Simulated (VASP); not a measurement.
# Zn16PO15 (a cell with a defect) (zincite) in VASP: electric field gradients with PBE

Aim: the electric field gradients of Zn16PO15 (a cell with a defect) (zincite) with PBE.

Program: VASP 6.6.1. These are calculated values, not measurements. Logs are shortened: lines on timing, memory, paths and dates and some standing lists are left out, and cuts for length are marked.

### Step 1. The cell of the first run

The cell holds a defect, 32 atoms: a = 6.499 Å, b = 6.499 Å, c = 10.411 Å, α = 90.00°, β = 90.00°, γ = 120.00°.

### Step 2. Electric field gradients, PBE

File INCAR:

```
PREC = Accurate
ENCUT = 520
EDIFF = 1E-8
ISMEAR = -1
SIGMA = 0.01
LREAL = Auto
LASPH = T
NELM = 100
ALGO = Normal
ISIF = 2
LWAVE = F
LCHARG = F
GGA = PE
LEFG = T
NELECT = 288.0
NBANDS = 166
```

File KPOINTS:

```
Automatic mesh
0
Gamma
  3 3 2
```

File POSCAR:

```
Zn16PO15
1.0
    6.4986160000      0.0000000000      0.0000000000
   -3.2493080000      5.6279665454      0.0000000000
    0.0000000000      0.0000000000     10.4114180000
Zn P O
16 1 15
Direct
    0.1666666666      0.3333333334      0.2500000000
    0.1666666666      0.3333333334      0.7500000000
    0.1666666666      0.8333333334      0.2500000000
    0.1666666666      0.8333333334      0.7500000000
    0.6666666666      0.3333333334      0.2500000000
    0.6666666666      0.3333333334      0.7500000000
    0.6666666666      0.8333333334      0.2500000000
    0.6666666666      0.8333333334      0.7500000000
    0.3333333334      0.1666666666      0.0000000000
    0.3333333334      0.1666666666      0.5000000000
    0.3333333334      0.6666666666      0.0000000000
    0.3333333334      0.6666666666      0.5000000000
    0.8333333334      0.1666666666      0.0000000000
    0.8333333334      0.1666666666      0.5000000000
    0.8333333334      0.6666666666      0.0000000000
    0.8333333334      0.6666666666      0.5000000000
    0.3333333334      0.1666666666      0.1895050000
    0.3333333334      0.1666666666      0.6895050000
    0.3333333334      0.6666666666      0.1895050000
    0.3333333334      0.6666666666      0.6895050000
    0.8333333334      0.1666666666      0.1895050000
    0.8333333334      0.1666666666      0.6895050000
    0.8333333334      0.6666666666      0.1895050000
    0.8333333334      0.6666666666      0.6895050000
    0.1666666666      0.3333333334      0.4395050000
    0.1666666666      0.3333333334      0.9395050000
    0.1666666666      0.8333333334      0.4395050000
    0.1666666666      0.8333333334      0.9395050000
    0.6666666666      0.3333333334      0.4395050000
    0.6666666666      0.3333333334      0.9395050000
    0.6666666666      0.8333333334      0.4395050000
    0.6666666666      0.8333333334      0.9395050000
```

Potentials or basis: VASP PAW PBE potentials, release 64 (Zn, P, O).

Command:

```
$ cat potpaw_PBE.64/Zn/POTCAR potpaw_PBE.64/P/POTCAR potpaw_PBE.64/O/POTCAR > POTCAR
$ mpirun -np 1 vasp_std > vasp.out
```

OUTCAR:

```text
PREC = Accurate
   ENCUT = 520
   EDIFF = 1E-8
   ISMEAR = -1
   LREAL = Auto
   LASPH = T
   NELM = 100
   ISIF = 2
   GGA = PE
   NELECT = 288.0

 ion  position               nearest neighbor table
   1  0.167  0.333  0.250-  25 1.97  19 1.98  21 1.98  17 1.98
   2  0.167  0.333  0.750-  26 1.97  20 1.98  22 1.98  18 1.98
   3  0.167  0.833  0.250-  27 1.97  17 1.98  23 1.98  19 1.98
   4  0.167  0.833  0.750-  28 1.97  18 1.98  24 1.98  20 1.98
   5  0.667  0.333  0.250-  29 1.97  23 1.98  17 1.98  21 1.98
   6  0.667  0.333  0.750-  30 1.97  24 1.98  18 1.98  22 1.98
[... 24 lines left out ...]
  31  0.667  0.833  0.440-   7 1.97  14 1.98  12 1.98  16 1.98
  32  0.667  0.833  0.940-   8 1.97  13 1.98  11 1.98  15 1.98

  LATTYP: Found a hexagonal cell.
 ALAT       =     6.4986160000
 C/A-ratio  =     1.6020977390

  Lattice vectors:

 A1 = (   6.4986160000,   0.0000000000,   0.0000000000)
 A2 = (  -3.2493080000,   5.6279665454,   0.0000000000)
 A3 = (   0.0000000000,   0.0000000000,  10.4114180000)

Analysis of symmetry for initial positions (statically):
=====================================================================
 Subroutine PRICEL returns:
 Original cell was already a primitive cell.

 Routine SETGRP: Setting up the symmetry group for a
 hexagonal supercell.

 Subroutine GETGRP returns: Found  6 space group operations
 (whereof  2 operations were pure point group operations)
 out of a pool of 24 trial point group operations.

The static configuration has the point symmetry C_1h.
 The point group associated with its full space group is C_3v.

Analysis of symmetry for dynamics (positions and initial velocities):
=====================================================================
 Subroutine PRICEL returns:
 Original cell was already a primitive cell.

 Routine SETGRP: Setting up the symmetry group for a
 hexagonal supercell.

 Subroutine GETGRP returns: Found  6 space group operations
 (whereof  2 operations were pure point group operations)
 out of a pool of 24 trial point group operations.

[... 1147 lines left out ...]
    155       8.4897      0.00000
    156       8.8661      0.00000
 [bands above 156 left out]

------------------------ aborting loop because EDIFF is reached ----------------------------------------

  FORCE on cell =-STRESS in cart. coord.  units (eV):
  Direction    XX          YY          ZZ          XY          YZ          ZX
  --------------------------------------------------------------------------------------
  -------------------------------------------------------------------------------------
  Total       39.1668291     39.1668291     44.1105452      0.0000000      0.0000000      0.0000000
  in kB      164.7960241    164.7960241    185.5969104      0.0000000      0.0000000      0.0000000
  external PRESSURE =     171.7296528 kB  Pullay stress =       0.0000000 kB

 VOLUME and BASIS-vectors are now :
 -----------------------------------------------------------------------------
  energy-cutoff  :      520.00
  volume of cell :      380.79
      direct lattice vectors                 reciprocal lattice vectors
     6.498616000  0.000000000  0.000000000     0.153878918  0.088842035  0.000000000
    -3.249308000  5.627966545  0.000000000     0.000000000  0.177684070  0.000000000
     0.000000000  0.000000000 10.411418000     0.000000000  0.000000000  0.096048396

 POSITION                                       TOTAL-FORCE (eV/Angst)
 -----------------------------------------------------------------------------------
     -0.00000      1.87599      2.60285        -3.155403      1.821773      0.969998
     -0.00000      1.87599      7.80856        -0.054583      0.031514      0.119200
     -1.62465      4.68997      2.60285         0.000000     -3.643545      0.969998
     -1.62465      4.68997      7.80856         0.000000     -0.063027      0.119200
      3.24931      1.87599      2.60285         3.155403      1.821773      0.969998
      3.24931      1.87599      7.80856         0.054583      0.031514      0.119200
[... 24 lines left out ...]
      1.62465      4.68997      4.57587         0.000000      0.000000      0.282719
      1.62465      4.68997      9.78158         0.000000      0.000000     -0.118842
 -----------------------------------------------------------------------------------
    total drift:                                0.000010     -0.000008     -0.120386

  FREE ENERGIE OF THE ION-ELECTRON SYSTEM (eV)
  ---------------------------------------------------
  free  energy   TOTEN  =      -133.4732490883 eV

  energy  without entropy=     -133.4707500377  energy(sigma->0) =     -133.47199956

 Electric field gradients (V/A^2)
---------------------------------------------------------------------
 ion       V_xx      V_yy      V_zz      V_xy      V_xz      V_yz
---------------------------------------------------------------------
   1     -41.934     8.480    33.454    43.659    29.263   -16.895
   2       2.393     2.370    -4.763    -0.020     0.953    -0.550
   3      33.688   -67.142    33.454    -0.001    -0.000    33.790
   4       2.360     2.403    -4.763    -0.001    -0.000     1.100
   5     -41.934     8.480    33.454   -43.661   -29.263   -16.895
   6       2.393     2.370    -4.763     0.018    -0.953    -0.550
[... 24 lines left out ...]
  31       1.616     1.611    -3.227    -0.004     0.000    -0.000
  32       0.333     0.328    -0.661    -0.004     0.000    -0.000
---------------------------------------------------------------------

 Electric field gradients after diagonalization (V/A^2)
 (convention: |V_zz| > |V_xx| > |V_yy|)
----------------------------------------------------------------------
 ion       V_xx      V_yy      V_zz     asymmetry (V_yy - V_xx)/ V_zz
----------------------------------------------------------------------
   1      43.750    33.686   -77.437       0.130
   2       2.570     2.359    -4.928       0.043
   3      43.750    33.688   -77.439       0.130
   4       2.568     2.360    -4.928       0.042
   5      43.750    33.688   -77.439       0.130
   6       2.568     2.360    -4.928       0.042
[... 24 lines left out ...]
  31       1.618     1.609    -3.227       0.003
  32       0.335     0.326    -0.661       0.013
----------------------------------------------------------------------

           NMR quadrupolar parameters

 Cq : quadrupolar parameter    Cq=e*Q*V_zz/h
 eta: asymmetry parameters     (V_yy - V_xx)/ V_zz
 Q  : nuclear electric quadrupole moment in mb (millibarn)
----------------------------------------------------------------------
 ion       Cq(MHz)       eta       Q (mb)
----------------------------------------------------------------------
   1      -0.187       0.130       1.000
   2      -0.012       0.043       1.000
   3      -0.187       0.130       1.000
   4      -0.012       0.042       1.000
   5      -0.187       0.130       1.000
   6      -0.012       0.042       1.000
[... 24 lines left out ...]
  31      -0.008       0.003       1.000
  32      -0.002       0.013       1.000
----------------------------------------------------------------------
```

It took 12 min on 1 thread of AMD EPYC 9R45 (Zen 5), shared host; peak memory 0.56 GiB.

What came out:

```yaml
Free_energy: -133.4732 eV
Largest_force: 3.878 eV/Å
```

Forces on the atoms (eV/Å):
```
Zn  -3.155  1.822  0.970
Zn  -0.055  0.032  0.119
Zn   0.000 -3.644  0.970
Zn   0.000 -0.063  0.119
Zn   3.155  1.822  0.970
Zn   0.055  0.032  0.119
Zn   0.000  0.000 -0.338
Zn   0.000  0.000  0.022
Zn   0.000  0.000 -3.878
Zn   0.000  0.000 -0.462
Zn  -0.087 -0.050  0.254
Zn  -0.087 -0.050 -0.241
Zn   0.000  0.100  0.254
Zn   0.000  0.101 -0.241
Zn   0.087 -0.050  0.254
Zn   0.087 -0.050 -0.241
P    0.000  0.000  0.451
O    0.000  0.000  0.072
O   -0.077 -0.045  0.104
O    0.066  0.038  0.077
O    0.000  0.089  0.104
O    0.000 -0.076  0.077
O    0.077 -0.045  0.104
O   -0.066  0.038  0.077
O   -0.396  0.229  0.862
O   -0.347  0.200 -0.823
O    0.000 -0.458  0.862
O    0.000 -0.401 -0.823
O    0.396  0.229  0.862
O    0.347  0.200 -0.823
O    0.000  0.000  0.283
O    0.000  0.000 -0.119
```

Levels at points of the mesh, in eV from the Fermi level:
```csv
k point,band 140,band 141,band 142,band 143,band 144,band 145,band 146,band 147,band 148,band 149
"(0.00, 0.00, 0.00)",-1.65,-1.65,-0.78,-0.34,-0.01,-0.01,2.30,2.32,3.62,3.98
"(0.00, 0.00, 0.50)",-1.66,-1.66,-1.25,-0.01,-0.01,0.78,0.98,3.24,3.36,3.77
```

Electric field gradients, principal values (V/Å²):
```csv
atom,least,middle,greatest (by size)
1 Zn,33.686,43.750,-77.437
2 Zn,2.359,2.570,-4.928
3 Zn,33.688,43.750,-77.439
4 Zn,2.360,2.568,-4.928
5 Zn,33.688,43.750,-77.439
6 Zn,2.360,2.568,-4.928
7 Zn,-2.578,-2.580,5.158
8 Zn,0.475,0.478,-0.953
9 Zn,40.052,40.054,-80.106
10 Zn,-1.308,-1.311,2.619
11 Zn,0.767,1.981,-2.748
12 Zn,-1.375,-3.198,4.574
13 Zn,0.767,1.981,-2.748
14 Zn,-1.375,-3.198,4.574
15 Zn,0.765,1.983,-2.748
16 Zn,-1.373,-3.200,4.574
17 P,-2.138,-2.141,4.279
18 O,2.000,2.009,-4.008
19 O,10.562,16.098,-26.660
20 O,2.279,2.989,-5.268
21 O,10.562,16.098,-26.660
22 O,2.279,2.989,-5.268
23 O,10.565,16.102,-26.667
24 O,2.272,2.996,-5.268
25 O,7.115,7.268,-14.383
26 O,6.559,7.248,-13.807
27 O,7.111,7.274,-14.385
28 O,6.566,7.244,-13.809
29 O,7.111,7.274,-14.385
30 O,6.566,7.244,-13.809
31 O,1.609,1.618,-3.227
32 O,0.326,0.335,-0.661
```

Caveat: the k points lie up to 0.37 Å⁻¹ apart; the cell carries a net charge on a neutralising background, which shifts energy and pressure; the cell is charged against a uniform background, so pressure and absolute levels hang on convention; without QUAD_EFG the Cq values of the log hold for a quadrupole moment of 1 mb, not for the nuclei.
